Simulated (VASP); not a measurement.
Sc:

```xyz
2
Lattice="3.3090 0.0000 0.0000 -1.6545 2.8657 0.0000 0.0000 0.0000 5.2733" Properties=species:S:1:pos:R:3 pbc="T T T"
Sc    0.0000    1.9105    1.3183
Sc    1.6545    0.9552    3.9550
```

```yaml
Program: VASP 6.6.1
Task: relaxation of cell and atoms
Functional: r2SCAN
Potentials_or_basis: VASP PAW PBE potentials, release 64 (Sc_sv)
Cutoff: 600 eV
k_mesh: 8 × 8 × 4
Occupations: gaussian, width 0.1 eV
Spin: no spin polarisation
```

At the start: pressure -0.1 GPa; volume 25.00 Å³/atom.

How do energy, volume and symmetry change on relaxing?

Over 3 steps the energy falls by 2.7 meV/atom and the volume is 24.95 Å³/atom (-0.2 %); space group P6_3/mmc (No. 194, to 0.05 Å).

Step by step:
```
step  energy change (eV)  largest force (eV/Å)  pressure (GPa)  volume (Å³)
   1              0.0000                0.0000           -0.06        50.00
   2             -0.0046                0.0000           -0.05        49.93
   3             -0.0054                0.0000           -0.02        49.90
```

Final structure:
```yaml
crystal:
  lattice:
    - [3.33184, 0.00000, 0.00000]
    - [-1.66592, 2.88546, 0.00000]
    - [0.00000, 0.00000, 5.18990]
  atoms:
    - { symbol: Sc, position: [0.33333, 0.66667, 0.25000] }
    - { symbol: Sc, position: [0.66667, 0.33333, 0.75000] }
```

Caveat: the PAW data sets were made with another functional, which shifts forces and pressure a little.
